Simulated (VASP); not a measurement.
# SiP7 (Fm-3m) in VASP: further runs

The runs below take SiP7 through single point, with PBE.

Program: VASP 6.6.1. These are calculated values, not measurements. Logs are shortened: lines on timing, memory, paths and dates and some standing lists are left out, and cuts for length are marked.

## 1. The cell of the first run

Symmetry: Fm-3m, No. 225, cubic system. The conventional cell has a = 8.942 Å, b = 8.942 Å, c = 8.942 Å, α = 90.00°, β = 90.00°, γ = 90.00°. Within 3.0 Å of Si (site symmetry m-3m) lie 6 P at 2.26 Å. P (site symmetry 4mm) has 1 P at 2.21 Å and 1 Si at 2.26 Å within 2.9 Å. Within 2.9 Å of P (site symmetry m-3m) lie 6 P at 2.21 Å.

## 2. Single point, PBE

Input file INCAR:

```
ALGO     = Normal         # electronic algorithm
EDIFF    = 1E-6           # SCF threshold, eV
ENCUT    = 500            # plane-wave cutoff, eV
GGA      = PE             # functional
GGA_COMPAT= F            
ISIF     = 2              # what is computed and relaxed
ISMEAR   = 0              # smearing method
LASPH    = T              # aspherical terms in the spheres
LCHARG   = F              # write CHGCAR
LREAL    = F              # projectors in reciprocal space
LWAVE    = F              # write WAVECAR
NBANDS   = 30             # bands
NELM     = 120            # most SCF steps
PREC     = Accurate       # precision mode
SIGMA    = 0.2            # smearing width, eV
```

Input file KPOINTS:

```
k-points
0
Gamma
  3 3 3
```

Input file POSCAR:

```
SiP7
1.0
    0.0000000000      4.4709415762      4.4709415762
    4.4709415762      0.0000000000      4.4709415762
    4.4709415762      4.4709415762      0.0000000000
Si P
1 7
Direct
    0.0000000000      0.0000000000      0.0000000000
    0.7467256809      0.2532743191      0.2532743191
    0.2532743191      0.7467256809      0.7467256809
    0.2532743191      0.7467256809      0.2532743191
    0.7467256809      0.2532743191      0.7467256809
    0.2532743191      0.2532743191      0.7467256809
    0.7467256809      0.7467256809      0.2532743191
    0.5000000000      0.5000000000      0.5000000000
```

Potentials or basis: VASP PAW PBE potentials, release 64 (Si, P).

Launch:

```bash
> cat potpaw_PBE.64/Si/POTCAR potpaw_PBE.64/P/POTCAR > POTCAR
> mpirun -np 1 vasp_std > vasp.out
```

OUTCAR:

```text
EDIFF = 1E-6
   ENCUT = 500
   GGA = PE
   ISIF = 2
   ISMEAR = 0
   LASPH = T
   LREAL = F
   NELM = 120
   PREC = Accurate

 ion  position               nearest neighbor table
   1  0.000  0.000  0.000-   2 2.26   3 2.26   4 2.26   5 2.26   6 2.26   7 2.26
   2  0.747  0.253  0.253-   8 2.21   1 2.26
   3  0.253  0.747  0.747-   8 2.21   1 2.26
   4  0.253  0.747  0.253-   8 2.21   1 2.26
   5  0.747  0.253  0.747-   8 2.21   1 2.26
   6  0.253  0.253  0.747-   8 2.21   1 2.26
   7  0.747  0.747  0.253-   8 2.21   1 2.26
   8  0.500  0.500  0.500-   2 2.21   3 2.21   4 2.21   5 2.21   6 2.21   7 2.21

  LATTYP: Found a face centered cubic cell.
 ALAT       =     8.9418831524

  Lattice vectors:

 A1 = (   0.0000000000,   4.4709415762,   4.4709415762)
 A2 = (   4.4709415762,   0.0000000000,   4.4709415762)
 A3 = (   4.4709415762,   4.4709415762,   0.0000000000)

Analysis of symmetry for initial positions (statically):
=====================================================================
 Subroutine PRICEL returns:
 Original cell was already a primitive cell.

 Routine SETGRP: Setting up the symmetry group for a
 face centered cubic supercell.

 Subroutine GETGRP returns: Found 48 space group operations
 (whereof 48 operations were pure point group operations)
 out of a pool of 48 trial point group operations.

The static configuration has the point symmetry O_h .

Analysis of symmetry for dynamics (positions and initial velocities):
=====================================================================
 Subroutine PRICEL returns:
 Original cell was already a primitive cell.

 Routine SETGRP: Setting up the symmetry group for a
 face centered cubic supercell.

 Subroutine GETGRP returns: Found 48 space group operations
 (whereof 48 operations were pure point group operations)
 out of a pool of 48 trial point group operations.

The dynamic configuration has the point symmetry O_h .

 Subroutine INISYM returns: Found 48 space group operations
 (whereof 48 operations are pure point group operations),
 and found     1 'primitive' translations

----------------------------------------------------------------------------------------

                                     Primitive cell

  volume of cell :     178.7422

  direct lattice vectors                    reciprocal lattice vectors
     0.000000000  4.470941576  4.470941576    -0.111833266  0.111833266  0.111833266
     4.470941576  0.000000000  4.470941576     0.111833266 -0.111833266  0.111833266
     4.470941576  4.470941576  0.000000000     0.111833266  0.111833266 -0.111833266

  length of vectors
     6.322866214  6.322866214  6.322866214     0.193700899  0.193700899  0.193700899

  position of ions in fractional coordinates (direct lattice)
     0.000000000  0.000000000  0.000000000
     0.746725681  0.253274319  0.253274319
     0.253274319  0.746725681  0.746725681
     0.253274319  0.746725681  0.253274319
     0.746725681  0.253274319  0.746725681
     0.253274319  0.253274319  0.746725681
     0.746725681  0.746725681  0.253274319
     0.500000000  0.500000000  0.500000000

  ion indices of the primitive-cell ions
   primitive index   ion index
                 1           1
                 2           2
                 3           3
                 4           4
                 5           5
                 6           6
                 7           7
                 8           8

----------------------------------------------------------------------------------------

 KPOINTS: k-points

Automatic generation of k-mesh.
 Grid dimensions read from file:
 generate k-points for:    3    3    3

 Generating k-lattice:

  Cartesian coordinates                     Fractional coordinates (reciprocal lattice)
    -0.037277755  0.037277755  0.037277755     0.333333333  0.000000000  0.000000000
     0.037277755 -0.037277755  0.037277755     0.000000000  0.333333333  0.000000000
     0.037277755  0.037277755 -0.037277755     0.000000000  0.000000000  0.333333333

  Length of vectors
     0.064566966  0.064566966  0.064566966

  Shift w.r.t. Gamma in fractional coordinates (k-lattice)
     0.000000000  0.000000000  0.000000000

 Subroutine IBZKPT returns following result:
 ===========================================

 Found      4 irreducible k-points:

 Following reciprocal coordinates:
            Coordinates               Weight
  0.000000  0.000000  0.000000      1.000000
  0.333333  0.000000  0.000000      8.000000
  0.333333  0.333333  0.000000      6.000000
 -0.333333  0.333333  0.000000     12.000000
   k-points           NKPTS =      4   k-points in BZ     NKDIM =      4   number of bands    NBANDS=     30
   number of dos      NEDOS =    301   number of ions     NIONS =      8
   total plane-waves  NPLWV = 110592
   dimension x,y,z NGX =    48 NGY =   48 NGZ =   48
   dimension x,y,z NGXF=    96 NGYF=   96 NGZF=   96
   ions per type =               1   7
   NGX,Y,Z   is equivalent  to a cutoff of  12.62, 12.62, 12.62 a.u.
   NGXF,Y,Z  is equivalent  to a cutoff of  25.24, 25.24, 25.24 a.u.
 SYSTEM =  unknown system
   PREC   = accura    normal or accurate (medium, high low for compatibility)
   ISTART =      0    job   : 0-new  1-cont  2-samecut
   ICHARG =      2    charge: 1-file 2-atom 10-const
   ISPIN  =      1    spin polarized calculation?
   LNONCOLLINEAR =      F non collinear calculations
   LSORBIT =      F    spin-orbit coupling
   LASPH  =      T    aspherical Exc in radial PAW
   ENCUT  =  500.0 eV  36.75 Ry    6.06 a.u.  11.53 11.53 11.53*2*pi/ulx,y,z
   NELM   =    120;   NELMIN=  2; NELMDL= -5     # of ELM steps
   EDIFF  = 0.1E-05   stopping-criterion for ELM
   LREAL  =      F    real-space projection
   EDIFFG = 0.1E-04   stopping-criterion for IOM
   NSW    =      0    number of steps for IOM
   IBRION =     -1    ionic relax: 0-MD 1-quasi-New 2-CG
   NFREE  =      0    steps in history (QN), initial steepest desc. (CG)
   ISIF   =      2    stress and relaxation
   ISYM   =      2    0-nonsym 1-usesym 2-fastsym
   POTIM  = 0.5000    time-step for ionic-motion
   TEBEG  =    0.0;   TEEND  =   0.0 temperature during run
   PSTRESS=    0.0 pullay stress
   NELECT =      39.0000    total number of electrons
   NUPDOWN=      -1.0000    fix difference up-down
   EMIN   =  10.00;   EMAX   =-10.00  energy-range for DOS
   EFERMI =   0.00;   METHOD = LEGACY
   ISMEAR =     0;   SIGMA  =   0.20  broadening in eV -4-tet -1-fermi 0-gaus
   EFERMI_NEDOS =   21; number of points for ismear=-14 and -15
   IALGO  =     38    algorithm
   IMIX   =      4    mixing-type and parameters
     AMIX     =   0.40;   BMIX     =  1.00
     AMIX_MAG =   1.60;   BMIX_MAG =  1.00
  volume/ion in A,a.u.               =      22.34       150.78
  Fermi-wavevector in a.u.,A,eV,Ry     =   0.985570  1.862457 13.215989  0.971348
  Thomas-Fermi vector in A             =   2.116887
   LORBIT       =      0    0 simple, 1 ext, 2 COOP (PROOUT), +10 PAW based schemes
   GGA     = PE    functional components
   LHFCALC =     F    Hartree Fock is set to
   AEXX    =    0.0000 exact exchange contribution
   IVDW    =     0    specifies the selected vdW correction
   LEPSILON=     F    determine dielectric tensor
   LRPA    =     F    only Hartree local field effects (RPA)
 non-spin polarized calculation
 Gauss-broadening in eV      SIGMA  =   0.20
  energy-cutoff  :      500.00
  volume of cell :      178.74
 maximum number of plane-waves:      4573
 NGX is ok and might be reduce to    48
   NGX = 23   NGY = 23   NGZ = 23

 number of electron      38.9999999 magnetization

 Free energy of the ion-electron system (eV)
  ---------------------------------------------------
  ext. energy  EPLUGINS =         0.00000000
  ---------------------------------------------------
  free energy    TOTEN  =       -34.33589413 eV

  energy without entropy =      -34.28441191  energy(sigma->0) =      -34.31015302

 E-fermi :   4.3275     XC(G=0):  -8.9508

 val. band max:        4.2688810479   @ k =   0.3333   0.3333   0.0000
 cond. band min:       4.5408405953   @ k =  -0.3333   0.3333   0.0000
 fundamental gap:      0.2719595474
 Fermi energy:         4.3274507822

 k-point     1 :       0.0000    0.0000    0.0000
  band No.  band energies     occupation
      1     -10.9917      2.00000
      2      -7.6873      2.00000
      3      -6.6640      2.00000
      4      -6.6640      2.00000
      5      -6.6640      2.00000
      6      -4.4913      2.00000
      7      -4.4913      2.00000
      8      -2.4814      2.00000
      9      -2.4814      2.00000
     10      -2.4814      2.00000
     11       0.4023      2.00000
     12       0.4023      2.00000
     13       0.4023      2.00000
     14       0.5609      2.00000
     15       3.8680      1.99884
     16       3.8680      1.99884
     17       4.6735      0.01441
     18       4.6735      0.01441
     19       4.6735      0.01441
     20       4.8579      0.00018
     21       4.8579      0.00018
     22       4.8579      0.00018
     23       6.6774      0.00000
     24       6.6774      0.00000
     25       6.6774      0.00000
     26       7.0427      0.00000
     27       7.0427      0.00000
     28       7.0427      0.00000
     29       7.7165      0.00000
     30       8.2842      0.00000

 k-point     2 :       0.3333    0.0000    0.0000
  band No.  band energies     occupation
      1     -10.7939      2.00000
      2      -8.6493      2.00000
      3      -6.4123      2.00000
      4      -6.4123      2.00000
      5      -5.3735      2.00000
      6      -5.3735      2.00000
      7      -5.3164      2.00000
      8      -3.5998      2.00000
      9      -0.9214      2.00000
     10      -0.9214      2.00000
     11       1.0075      2.00000
     12       1.0370      2.00000
     13       1.0370      2.00000
     14       1.9305      2.00000
     15       1.9305      2.00000
     16       2.0187      2.00000
     17       3.0178      2.00000
     18       3.0178      2.00000
     19       3.1725      2.00000
     20       4.9813      0.00000
     21       5.1011      0.00000
     22       5.2396      0.00000
     23       5.2396      0.00000
     24       6.1746      0.00000
     25       6.1746      0.00000
     26       6.2273      0.00000
     27       8.7995      0.00000
     28       8.7995      0.00000
     29       8.9333      0.00000
     30       9.6332      0.00000

 k-point     3 :       0.3333    0.3333    0.0000
  band No.  band energies     occupation
      1     -10.7590      2.00000
      2      -8.4561      2.00000
      3      -6.7955      2.00000
      4      -6.7955      2.00000
      5      -6.4845      2.00000
      6      -4.4107      2.00000
      7      -4.2431      2.00000
      8      -2.2598      2.00000
      9      -2.2598      2.00000
     10      -1.4759      2.00000
     11       0.1144      2.00000
     12       0.2473      2.00000
     13       1.7263      2.00000
     14       1.7263      2.00000
     15       2.8180      2.00000
     16       3.1527      2.00000
     17       3.1527      2.00000
     18       3.8027      1.99979
     19       3.8840      1.99829
     20       4.2689      1.32124
     21       4.7509      0.00275
     22       4.7509      0.00275
     23       4.9277      0.00002
     24       4.9277      0.00002
     25       6.7927      0.00000
     26       6.7927      0.00000
     27       7.0056      0.00000
     28       8.0755      0.00000
     29       8.5134      0.00000
     30       9.2880      0.00000

 k-point     4 :      -0.3333    0.3333    0.0000
  band No.  band energies     occupation
      1     -10.6715      2.00000
      2      -8.7416      2.00000
      3      -6.9306      2.00000
      4      -6.5255      2.00000
      5      -6.1252      2.00000
      6      -5.2677      2.00000
      7      -3.8319      2.00000
      8      -2.6616      2.00000
      9      -2.0328      2.00000
     10      -0.7168      2.00000
     11       0.6167      2.00000
     12       0.9455      2.00000
     13       1.5389      2.00000
     14       1.6464      2.00000
     15       1.6530      2.00000
     16       3.1478      2.00000
     17       3.2281      2.00000
     18       3.2986      2.00000
     19       3.5154      2.00000
     20       4.0619      1.93955
     21       4.5408      0.13133
     22       4.6778      0.01323
     23       5.0440      0.00000
     24       5.2616      0.00000
     25       6.1422      0.00000
     26       6.1556      0.00000
     27       6.7539      0.00000
     28       8.6607      0.00000
     29      10.0166      0.00000
     30      10.4992      0.00000

------------------------ aborting loop because EDIFF is reached ----------------------------------------

  FORCE on cell =-STRESS in cart. coord.  units (eV):
  Direction    XX          YY          ZZ          XY          YZ          ZX
  --------------------------------------------------------------------------------------
  -------------------------------------------------------------------------------------
  Total        0.4979771      0.4979771      0.4979771     -0.0000000     -0.0000000     -0.0000000
  in kB        4.4636789      4.4636789      4.4636789     -0.0000000     -0.0000000     -0.0000000
  external PRESSURE =       4.4636789 kB  Pullay stress =       0.0000000 kB

 VOLUME and BASIS-vectors are now :
 -----------------------------------------------------------------------------
  energy-cutoff  :      500.00
  volume of cell :      178.74
      direct lattice vectors                 reciprocal lattice vectors
     0.000000000  4.470941576  4.470941576    -0.111833266  0.111833266  0.111833266
     4.470941576  0.000000000  4.470941576     0.111833266 -0.111833266  0.111833266
     4.470941576  4.470941576  0.000000000     0.111833266  0.111833266 -0.111833266

 POSITION                                       TOTAL-FORCE (eV/Angst)
 -----------------------------------------------------------------------------------
      0.00000      0.00000      0.00000         0.000000      0.000000      0.000000
      2.26475      4.47094      4.47094        -0.036122      0.000000      0.000000
      6.67713      4.47094      4.47094         0.036122      0.000000      0.000000
      4.47094      2.26475      4.47094         0.000000     -0.036122      0.000000
      4.47094      6.67713      4.47094         0.000000      0.036122      0.000000
      4.47094      4.47094      2.26475         0.000000      0.000000     -0.036122
      4.47094      4.47094      6.67713         0.000000      0.000000      0.036122
      4.47094      4.47094      4.47094         0.000000      0.000000      0.000000
 -----------------------------------------------------------------------------------
    total drift:                               -0.000000     -0.000000     -0.000000

  FREE ENERGIE OF THE ION-ELECTRON SYSTEM (eV)
  ---------------------------------------------------
  free  energy   TOTEN  =       -34.3358941309 eV

  energy  without entropy=      -34.2844119104  energy(sigma->0) =      -34.31015302
```

It took 35 s on 1 thread of Intel Xeon Platinum 8488C (Sapphire Rapids), shared host; peak memory 0.31 GiB.

What came out:

- Free energy: -34.3359 eV
- Pressure: 0.4 GPa
- Largest force: 0.036 eV/Å

Forces on the atoms (eV/Å):
```
Si   0.000  0.000  0.000
P   -0.036  0.000  0.000
P    0.036  0.000  0.000
P    0.000 -0.036  0.000
P    0.000  0.036  0.000
P    0.000  0.000 -0.036
P    0.000  0.000  0.036
P    0.000  0.000  0.000
```

Caveat: the k points lie up to 0.41 Å⁻¹ apart.

(Continued in part 2 of 2.)
